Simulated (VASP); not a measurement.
Input of a VASP 6.6.1 run:

The input INCAR:

```
ALGO = Fast
EDIFF = 1E-7
ENCUT = 520
ISIF = 2
ISMEAR = -1
LASPH = T
LCHARG = F
LREAL = F
LWAVE = F
NBANDS = 22
NELM = 100
PREC = Accurate
SIGMA = 0.025
```

Contents of KPOINTS:

```
k-points
0
Gamma
  6 6 6
```

Contents of POSCAR:

```
Bi
1.0
    2.2675000000      1.3091417354      3.9380000000
   -2.2675000000      1.3091417354      3.9380000000
    0.0000000000     -2.6182834708      3.9380000000
Bi
2
Direct
    0.7615300000      0.8367390000      0.7333520000
    0.2098670000      0.2534110000      0.2306440000
```

Potentials or basis: VASP PAW LDA potentials, release 64 (Bi_d).

Run with:

```bash
$ cat potpaw_LDA.64/Bi_d/POTCAR > POTCAR
$ mpirun -np 1 vasp_std > vasp.out
```

Task: What does it give for the pressure?

Result: 1.0 GPa.

Task: Estimate the band gap on the k mesh.

Result: Zero (bands 15 and 16 overlap by 0.27 eV).

Task: Estimate the largest force.

Result: 1.336 eV/Å.

Stress tensor (GPa, compression positive):
```
-1.16  0.65 -0.93
 0.65  3.28  3.24
-0.93  3.24  0.99
```

Caveat: the cell differs from its parent crystal (atoms moved at random); spin-orbit coupling is left out, which moves the levels of the heavy elements; forces of over 1 eV/Å act on the atoms, so gaps and moduli don't describe the material at rest.
